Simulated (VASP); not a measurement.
Zn16SO15 (a cell with a defect), 32 atoms in the cell. The cell holds a defect, 32 atoms: a = 6.499 Å, b = 6.499 Å, c = 10.411 Å, α = 90.00°, β = 90.00°, γ = 120.00°. 

```yaml
Program: VASP 6.6.1
Task: electric field gradients
Functional: PBE
Potentials_or_basis: VASP PAW PBE potentials, release 64 (Zn, S, O)
Cutoff: 520 eV
k_mesh: 3 × 3 × 2
Occupations: fermi-dirac, width 0.01 eV
Spin: no spin polarisation
Dipole_correction: no
Further_INCAR_settings: LREAL = Auto; ALGO = Normal; EDIFF = 1e-08; NBANDS = 166
```

Potentials or basis: VASP PAW PBE potentials, release 64 (Zn, S, O).

The run is started by

```sh
$ cat potpaw_PBE.64/Zn/POTCAR potpaw_PBE.64/S/POTCAR potpaw_PBE.64/O/POTCAR > POTCAR
$ mpirun -np 1 vasp_std > vasp.out
```

Hardware: 1 thread of Oxide Virtual Turin-like Processor, with other jobs on the host.

Problem. How long does it take, and how much memory?

Solution. It took 27 min on 1 thread of Oxide Virtual Turin-like Processor, with other jobs on the host, peak memory 0.56 GiB. Counts: scf iterations 22, k points 6.
